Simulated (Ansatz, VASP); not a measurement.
**One calculation of Sb, two programs**

Contents of INCAR:

```
ALGO = Normal
EDIFF = 1E-7
ENCUT = 520
ISIF = 2
ISMEAR = -1
LASPH = True
LCHARG = False
LREAL = False
LWAVE = False
NBANDS = 8
NELM = 100
PREC = Accurate
SIGMA = 0.1
```

The input KPOINTS:

```
k-points
0
Gamma
  13 13 13
```

The input POSCAR:

```
Sb
1.0
   -1.8547528527      1.8547528527      1.8547528527
    1.8547528527     -1.8547528527      1.8547528527
    1.8547528527      1.8547528527     -1.8547528527
Sb
1
Direct
    0.0000000000      0.0000000000      0.0000000000
```

Input for Ansatz:

```yaml
crystal:
  lattice:
    - [-1.8547528527, 1.8547528527, 1.8547528527]
    - [1.8547528527, -1.8547528527, 1.8547528527]
    - [1.8547528527, 1.8547528527, -1.8547528527]
  atoms:
    - { symbol: Sb, position: [0.0, 0.0, 0.0] }
hamiltonian:
  xc: lda
  pseudopotentials:
    kind: paw
    azcp:
      Sb: "pseudopotentials/Sb.paw.azcp"
basis:
  ecutwfc: 420
  fft_grid_basis: typed
kpoints:
  mp_grid: { grid: [13, 13, 13], shift: [0, 0, 0] }
magnetization:
  spin_polarized: false
scf:
  occupations: { method: fermi_dirac, width: 0.1 }
  lower_state_search: "off"
output:
  stress: true
```

Alike in both runs: task single point; functional LDA; k mesh 13 × 13 × 13; occupations fermi-dirac, width 0.1 eV; no spin polarisation.

```csv
,VASP,Ansatz
version,VASP 6.6.1,Ansatz 0.2.0
potentials or method,"VASP PAW LDA potentials, release 64 (Sb), cutoff 520 eV","plane waves (420 eV) with PAW, scalar-relativistic"
valence electrons in the cell,5,15
```

Ansatz gave:

- pressure (GPa): -0.2

Question: What did VASP give for the same quantities?

Answer: Pressure (GPa): -0.1.

Ansatz warns that its potentials were made for another functional, while VASP's fit it. LDA's correlation is that of Perdew and Zunger in VASP and of Perdew and Wang (1992) in Ansatz. VASP's potentials hold 5 valence electrons a cell and Ansatz's 15, so a difference there can come from the potentials and not from the codes.

Neither program's run includes spin-orbit coupling.
